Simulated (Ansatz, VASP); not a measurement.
One calculation of MoS2, two programs

```
Mo S
1.0
     1.44446    0.83396    7.14270
    -1.44446    0.83396    7.14270
     0.00000   -1.66792    7.14270
Mo S
1 2
Direct
  0.00002 0.00002 0.00002
  0.75356 0.75356 0.75356
  0.57972 0.57972 0.57972
```

Alike in both runs: task single point; functional PBE; dispersion D3(BJ); k mesh 12 × 12 × 12; occupations gaussian, width 0.05 eV; no spin polarisation.

|  | VASP | Ansatz |
| --- | --- | --- |
| version | VASP 6.6.1 | Ansatz 0.2.0 |
| potentials or method | VASP PAW PBE potentials, release 64 (Mo_sv, S), cutoff 520 eV | scalar-relativistic, plane waves, PAW |
| valence electrons in the cell | 26 | 26 |

```csv
,VASP,Ansatz,Ansatz less VASP
gap on the k mesh at the Fermi level (eV),0.08,0.08,-0.002
least direct gap on the mesh (eV),0.72,0.72,-0.002
pressure (GPa),-0.6,-0.5,+0.06
"traceless stress, the component that is largest in VASP (GPa)",-34.71,-34.62,+0.092
rms of the force components (eV/Å),1.334,1.330,-0.0039
```

Atom by atom the forces differ by 0.004 eV/Å (rms over components).
